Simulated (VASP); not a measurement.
# MnFeCl (P4/nmm) in VASP: single point with PBE

Aim: the single point of MnFeCl with PBE.

Everything below comes from runs of VASP 6.6.1. Logs are shortened: lines on timing, memory, paths and dates and some standing lists are left out, and cuts for length are marked.

## (1) The cell of the first run

Symmetry: P4/nmm, No. 129, tetragonal system. The conventional cell has a = 3.916 Å, b = 3.916 Å, c = 6.271 Å, α = 90.00°, β = 90.00°, γ = 90.00°. Within 3.3 Å of Fe (site symmetry -4m2) lie 4 Cl at 2.52 Å and 4 Fe at 2.77 Å and 4 Mn at 2.85 Å. Within 3.3 Å of Cl (site symmetry 4mm) lie 4 Fe at 2.52 Å and 5 Mn at 2.61 to 2.81 Å. Mn (site symmetry 4mm) has 5 Cl at 2.61 to 2.81 Å and 4 Fe at 2.85 Å within 3.4 Å.

## (2) Single point, PBE

File INCAR:

```
  PREC = Accurate
  ENCUT = 520
  EDIFF = 1E-6
  ISMEAR = -1
  SIGMA = 0.1
  LREAL = F
  LASPH = T
  NELM = 100
  ALGO = Normal
  ISIF = 2
  LWAVE = F
  LCHARG = F
  GGA = PE
  NBANDS = 37
```

File KPOINTS:

```
regular mesh
0
Gamma
  5 5 3
```

File POSCAR:

```
MnFeCl
1.0
    3.9156420000      0.0000000000      0.0000000000
    0.0000000000      3.9156420000      0.0000000000
    0.0000000000      0.0000000000      6.2713670000
Fe Cl Mn
2 2 2
Direct
    0.0000000000      0.0000000000      0.0000000000
    0.5000000000      0.5000000000      0.0000000000
    0.0000000000      0.5000000000      0.7460000000
    0.5000000000      0.0000000000      0.2540000000
    0.0000000000      0.5000000000      0.3293000000
    0.5000000000      0.0000000000      0.6707000000
```

Potentials or basis: VASP PAW PBE potentials, release 64 (Fe, Cl, Mn_pv).

Command:

```bash
cat potpaw_PBE.64/Fe/POTCAR potpaw_PBE.64/Cl/POTCAR potpaw_PBE.64/Mn_pv/POTCAR > POTCAR
mpirun -np 1 vasp_std > vasp.out
```

OUTCAR:

```text
PREC = Accurate
   ENCUT = 520
   EDIFF = 1E-6
   ISMEAR = -1
   LREAL = F
   LASPH = T
   NELM = 100
   ISIF = 2
   GGA = PE

 ion  position               nearest neighbor table
   1  0.000  0.000  0.000-   3 2.52   4 2.52   3 2.52   4 2.52   2 2.77   2 2.77   2 2.77   2 2.77
                             5 2.85   6 2.85   6 2.85   5 2.85
   2  0.500  0.500  0.000-   3 2.52   4 2.52   4 2.52   3 2.52   1 2.77   1 2.77   1 2.77   1 2.77
                             5 2.85   6 2.85   5 2.85   6 2.85
   3  0.000  0.500  0.746-   1 2.52   2 2.52   1 2.52   2 2.52   5 2.61   6 2.81   6 2.81   6 2.81
                             6 2.81
   4  0.500  0.000  0.254-   1 2.52   2 2.52   2 2.52   1 2.52   6 2.61   5 2.81   5 2.81   5 2.81
                             5 2.81
   5  0.000  0.500  0.329-   3 2.61   4 2.81   4 2.81   4 2.81   4 2.81   1 2.85   2 2.85   2 2.85
                             1 2.85
   6  0.500  0.000  0.671-   4 2.61   3 2.81   3 2.81   3 2.81   3 2.81   1 2.85   1 2.85   2 2.85
                             2 2.85

  LATTYP: Found a simple tetragonal cell.
 ALAT       =     3.9156420000
 C/A-ratio  =     1.6016190959

  Lattice vectors:

 A1 = (   3.9156420000,   0.0000000000,   0.0000000000)
 A2 = (   0.0000000000,   3.9156420000,   0.0000000000)
 A3 = (   0.0000000000,   0.0000000000,   6.2713670000)

Analysis of symmetry for initial positions (statically):
=====================================================================
 Subroutine PRICEL returns:
 Original cell was already a primitive cell.

 Routine SETGRP: Setting up the symmetry group for a
 simple tetragonal supercell.

 Subroutine GETGRP returns: Found 16 space group operations
 (whereof  8 operations were pure point group operations)
 out of a pool of 16 trial point group operations.

The static configuration has the point symmetry D_2d.
 The point group associated with its full space group is D_4h.

Analysis of symmetry for dynamics (positions and initial velocities):
=====================================================================
 Subroutine PRICEL returns:
 Original cell was already a primitive cell.

 Routine SETGRP: Setting up the symmetry group for a
 simple tetragonal supercell.

 Subroutine GETGRP returns: Found 16 space group operations
 (whereof  8 operations were pure point group operations)
 out of a pool of 16 trial point group operations.

The dynamic configuration has the point symmetry D_2d.
 The point group associated with its full space group is D_4h.

 Subroutine INISYM returns: Found 16 space group operations
 (whereof  8 operations are pure point group operations),
 and found     1 'primitive' translations

----------------------------------------------------------------------------------------

                                     Primitive cell

  volume of cell :      96.1542

  direct lattice vectors                    reciprocal lattice vectors
     3.915642000  0.000000000  0.000000000     0.255385962  0.000000000  0.000000000
     0.000000000  3.915642000  0.000000000     0.000000000  0.255385962  0.000000000
     0.000000000  0.000000000  6.271367000     0.000000000  0.000000000  0.159454868

  length of vectors
     3.915642000  3.915642000  6.271367000     0.255385962  0.255385962  0.159454868

  position of ions in fractional coordinates (direct lattice)
     0.000000000  0.000000000  0.000000000
     0.500000000  0.500000000  0.000000000
     0.000000000  0.500000000  0.746000000
     0.500000000  0.000000000  0.254000000
     0.000000000  0.500000000  0.329300000
     0.500000000  0.000000000  0.670700000

  ion indices of the primitive-cell ions
   primitive index   ion index
                 1           1
                 2           2
                 3           3
                 4           4
                 5           5
                 6           6

----------------------------------------------------------------------------------------

 KPOINTS: regular mesh

Automatic generation of k-mesh.
 Grid dimensions read from file:
 generate k-points for:    5    5    3

 Generating k-lattice:

  Cartesian coordinates                     Fractional coordinates (reciprocal lattice)
     0.051077192  0.000000000  0.000000000     0.200000000  0.000000000  0.000000000
     0.000000000  0.051077192  0.000000000     0.000000000  0.200000000  0.000000000
     0.000000000  0.000000000  0.053151623     0.000000000  0.000000000  0.333333333

  Length of vectors
     0.051077192  0.051077192  0.053151623

  Shift w.r.t. Gamma in fractional coordinates (k-lattice)
     0.000000000  0.000000000  0.000000000

 Subroutine IBZKPT returns following result:
 ===========================================

 Found     12 irreducible k-points:

 Following reciprocal coordinates:
            Coordinates               Weight
  0.000000  0.000000  0.000000      1.000000
  0.200000  0.000000  0.000000      4.000000
  0.400000  0.000000  0.000000      4.000000
  0.200000  0.200000  0.000000      4.000000
  0.400000  0.200000  0.000000      8.000000
  0.400000  0.400000  0.000000      4.000000
  0.000000  0.000000  0.333333      2.000000
  0.200000  0.000000  0.333333      8.000000
  0.400000  0.000000  0.333333      8.000000
  0.200000  0.200000  0.333333      8.000000
  0.400000  0.200000  0.333333     16.000000
  0.400000  0.400000  0.333333      8.000000
   k-points           NKPTS =     12   k-points in BZ     NKDIM =     12   number of bands    NBANDS=     37
   number of dos      NEDOS =    301   number of ions     NIONS =      6
   total plane-waves  NPLWV =  43200
   dimension x,y,z NGX =    30 NGY =   30 NGZ =   48
   dimension x,y,z NGXF=    60 NGYF=   60 NGZF=   96
   ions per type =               2   2   2
   NGX,Y,Z   is equivalent  to a cutoff of  12.74, 12.74, 12.72 a.u.
   NGXF,Y,Z  is equivalent  to a cutoff of  25.47, 25.47, 25.45 a.u.
 SYSTEM =  unknown system
   PREC   = accura    normal or accurate (medium, high low for compatibility)
   ISTART =      0    job   : 0-new  1-cont  2-samecut
   ICHARG =      2    charge: 1-file 2-atom 10-const
   ISPIN  =      1    spin polarized calculation?
   LNONCOLLINEAR =      F non collinear calculations
   LSORBIT =      F    spin-orbit coupling
   LASPH  =      T    aspherical Exc in radial PAW
   ENCUT  =  520.0 eV  38.22 Ry    6.18 a.u.   7.28  7.28 11.66*2*pi/ulx,y,z
   NELM   =    100;   NELMIN=  2; NELMDL= -5     # of ELM steps
   EDIFF  = 0.1E-05   stopping-criterion for ELM
   LREAL  =      F    real-space projection
   EDIFFG = 0.1E-04   stopping-criterion for IOM
   NSW    =      0    number of steps for IOM
   IBRION =     -1    ionic relax: 0-MD 1-quasi-New 2-CG
   NFREE  =      0    steps in history (QN), initial steepest desc. (CG)
   ISIF   =      2    stress and relaxation
   ISYM   =      2    0-nonsym 1-usesym 2-fastsym
   POTIM  = 0.5000    time-step for ionic-motion
   TEBEG  =    0.0;   TEEND  =   0.0 temperature during run
   PSTRESS=    0.0 pullay stress
   NELECT =      56.0000    total number of electrons
   NUPDOWN=      -1.0000    fix difference up-down
   EMIN   =  10.00;   EMAX   =-10.00  energy-range for DOS
   EFERMI =   0.00;   METHOD = LEGACY
   ISMEAR =    -1;   SIGMA  =   0.10  broadening in eV -4-tet -1-fermi 0-gaus
   EFERMI_NEDOS =   21; number of points for ismear=-14 and -15
   IALGO  =     38    algorithm
   IMIX   =      4    mixing-type and parameters
     AMIX     =   0.40;   BMIX     =  1.00
     AMIX_MAG =   1.60;   BMIX_MAG =  1.00
  volume/ion in A,a.u.               =      16.03       108.15
  Fermi-wavevector in a.u.,A,eV,Ry     =   1.367146  2.583531 25.430475  1.869087
  Thomas-Fermi vector in A             =   2.493224
   LORBIT       =      0    0 simple, 1 ext, 2 COOP (PROOUT), +10 PAW based schemes
   GGA     = PE    functional components
   LHFCALC =     F    Hartree Fock is set to
   AEXX    =    0.0000 exact exchange contribution
   IVDW    =     0    specifies the selected vdW correction
   LEPSILON=     F    determine dielectric tensor
   LRPA    =     F    only Hartree local field effects (RPA)
 non-spin polarized calculation
  energy-cutoff  :      520.00
  volume of cell :       96.15
 maximum number of plane-waves:      2600
 NGX is ok and might be reduce to    30
   NGX = 15   NGY = 15   NGZ = 23

 number of electron      55.9999975 magnetization

 Free energy of the ion-electron system (eV)
  ---------------------------------------------------
  ext. energy  EPLUGINS =         0.00000000
  ---------------------------------------------------
  free energy    TOTEN  =       -29.87999665 eV

  energy without entropy =      -29.24942936  energy(sigma->0) =      -29.56471300

 E-fermi :   6.2630     XC(G=0): -11.2161

 val. band max:        6.2532696158   @ k =   0.2000   0.2000   0.0000
 cond. band min:       6.2639034805   @ k =   0.4000   0.2000   0.3333
 fundamental gap:      0.0106338647
 Fermi energy:         6.2630282624

 k-point     1 :       0.0000    0.0000    0.0000
  band No.  band energies     occupation
      1     -41.4959      2.00000
      2     -41.4901      2.00000
      3     -41.4011      2.00000
      4     -41.4011      2.00000
      5     -41.3965      2.00000
      6     -41.3965      2.00000
[... 29 lines left out ...]
     36       8.0200      0.00000
     37      10.1026      0.00000

 k-point     2 :       0.2000    0.0000    0.0000
  band No.  band energies     occupation
      1     -41.4953      2.00000
      2     -41.4907      2.00000
      3     -41.4013      2.00000
      4     -41.4006      2.00000
      5     -41.3976      2.00000
      6     -41.3968      2.00000
[... 29 lines left out ...]
     36       8.2469      0.00000
     37      10.1606      0.00000
[... 358 lines left out ...]
     36       8.1823      0.00000
     37       9.3898      0.00000

 k-point    12 :       0.4000    0.4000    0.3333
  band No.  band energies     occupation
      1     -41.4930      2.00000
      2     -41.4925      2.00000
      3     -41.4034      2.00000
      4     -41.4029      2.00000
      5     -41.3980      2.00000
      6     -41.3976      2.00000
[... 29 lines left out ...]
     36       8.3078      0.00000
     37       9.9276      0.00000

------------------------ aborting loop because EDIFF is reached ----------------------------------------

  FORCE on cell =-STRESS in cart. coord.  units (eV):
  Direction    XX          YY          ZZ          XY          YZ          ZX
  --------------------------------------------------------------------------------------
  -------------------------------------------------------------------------------------
  Total       -9.5483969     -9.5483969    -15.6353413      0.0000000     -0.0000000      0.0000000
  in kB     -159.1009861   -159.1009861   -260.5252224      0.0000000     -0.0000000      0.0000000
  external PRESSURE =    -192.9090648 kB  Pullay stress =       0.0000000 kB

 VOLUME and BASIS-vectors are now :
 -----------------------------------------------------------------------------
  energy-cutoff  :      520.00
  volume of cell :       96.15
      direct lattice vectors                 reciprocal lattice vectors
     3.915642000  0.000000000  0.000000000     0.255385962  0.000000000  0.000000000
     0.000000000  3.915642000  0.000000000     0.000000000  0.255385962  0.000000000
     0.000000000  0.000000000  6.271367000     0.000000000  0.000000000  0.159454868

 POSITION                                       TOTAL-FORCE (eV/Angst)
 -----------------------------------------------------------------------------------
      0.00000      0.00000      0.00000        -0.000000      0.000000      0.000000
      1.95782      1.95782      0.00000         0.000000     -0.000000      0.000000
      0.00000      1.95782      4.67844         0.000000      0.000000     -0.541012
      1.95782      0.00000      1.59293        -0.000000     -0.000000      0.541012
      0.00000      1.95782      2.06516         0.000000     -0.000000     -0.866136
      1.95782      0.00000      4.20621        -0.000000      0.000000      0.866136
 -----------------------------------------------------------------------------------
    total drift:                                0.000000      0.000000     -0.000000

  FREE ENERGIE OF THE ION-ELECTRON SYSTEM (eV)
  ---------------------------------------------------
  free  energy   TOTEN  =       -29.8799966515 eV

  energy  without entropy=      -29.2494293580  energy(sigma->0) =      -29.56471300
```

Run time: 48 s. Hardware: 1 thread of Intel Xeon Platinum 8488C (Sapphire Rapids), shared host; peak memory 0.2 GiB.

Results:

```yaml
Free_energy: -29.8800 eV
Pressure: -19.3 GPa
Largest_force: 0.866 eV/Å
Band_gap_on_the_k_mesh: zero (band 28 reaches 6.32 eV, above the bottom of band 29 at 6.13 eV)
```

Forces on the atoms (eV/Å):
```
Fe   0.000  0.000  0.000
Fe   0.000  0.000  0.000
Cl   0.000  0.000 -0.541
Cl   0.000  0.000  0.541
Mn   0.000  0.000 -0.866
Mn   0.000  0.000  0.866
```

Levels at points of the mesh, in eV from the Fermi level:
```
           k point  band 25  band 26  band 27  band 28  band 29  band 30  band 31  band 32
(0.00, 0.00, 0.00)    -0.48    -0.30    -0.17    -0.17    -0.14    -0.05     0.06     0.15
```

Caveat: the run has no spin polarisation, though such a crystal can be magnetic.
